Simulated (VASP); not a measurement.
FeCo3Ge4: single point with PBE

The system is FeCo3Ge4.

```
Ge Fe Co
1.0
     3.28730    1.89792    2.67941
    -3.28730    1.89792    2.67941
     0.00000   -3.79585    2.67941
Ge Fe Co
4 1 3
Direct
  0.83877 0.34013 0.66350
  0.66350 0.83877 0.34013
  0.34013 0.66350 0.83877
  0.16012 0.16012 0.16012
  0.86531 0.86531 0.86531
  0.13561 0.63133 0.36523
  0.36523 0.13561 0.63133
  0.63133 0.36523 0.13561
```

```
Program             : VASP 6.6.1
Task                : single point
Functional          : PBE
Potentials or basis : VASP PAW PBE potentials, release 64 (Ge_d, Fe, Co)
Cutoff              : 520 eV
k mesh              : 6 × 6 × 6
Occupations         : gaussian, width 0.1 eV
Spin                : collinear spin, ferromagnetic start
Starting moments    : [0.0, 0.0, 0.0, 0.0, 0.95, 0.17, 0.17, 0.17] μB
```

```yaml
Pressure: 0.1 GPa
Largest_force: 0.015 eV/Å
Net_moment: 1.16 μB per cell
Site_moments: Ge -0.03, -0.02 (each value once); Fe +0.87; Co +0.14 μB
Valence_electrons_inside_the_program's_atomic_spheres: Ge 12.46; Fe 7.39; Co 8.37
```

Forces in eV/Å, atoms in the order of the input:
```
Ge  -0.001 -0.002 -0.003
Ge   0.003  0.000 -0.003
Ge  -0.002  0.002 -0.003
Ge   0.000  0.000  0.004
Fe   0.000  0.000 -0.013
Co   0.005  0.013  0.006
Co  -0.014 -0.002  0.006
Co   0.008 -0.011  0.006
```

Levels at points of the mesh, in eV from the Fermi level:
Spin up:
| k point | band 42 | band 43 | band 44 | band 45 | band 46 | band 47 | band 48 | band 49 | band 50 | band 51 |
| --- | --- | --- | --- | --- | --- | --- | --- | --- | --- | --- |
| (0.00, 0.00, 0.00) | -0.79 | -0.67 | -0.67 | -0.24 | -0.21 | -0.21 | 1.71 | 1.71 | 1.87 | 2.69 |
| (0.50, 0.00, 0.00) | -0.88 | -0.68 | -0.64 | -0.51 | -0.48 | 0.81 | 0.82 | 0.91 | 0.95 | 3.57 |
| (0.50, 0.50, 0.00) | -1.33 | -0.92 | -0.84 | -0.13 | -0.09 | 0.22 | 0.28 | 1.34 | 1.43 | 2.02 |
| (0.50, 0.50, 0.50) | -1.02 | -1.02 | -0.96 | -0.40 | -0.34 | -0.33 | -0.33 | 4.36 | 4.36 | 4.36 |
Spin down:
```
           k point  band 43  band 44  band 45  band 46  band 47  band 48
(0.00, 0.00, 0.00)    -0.36    -0.36    -0.04     0.36     0.36     1.80
(0.50, 0.00, 0.00)    -0.42    -0.30    -0.15    -0.10     1.00     1.19
(0.50, 0.50, 0.00)    -0.78    -0.49     0.19     0.32     0.41     0.84
(0.50, 0.50, 0.50)    -0.68    -0.56    -0.18    -0.07     0.42     0.42
```

Wall time 8.7 min on 1 thread of Oxide Virtual Turin-like Processor, with other jobs on the host, peak memory 0.44 GiB.
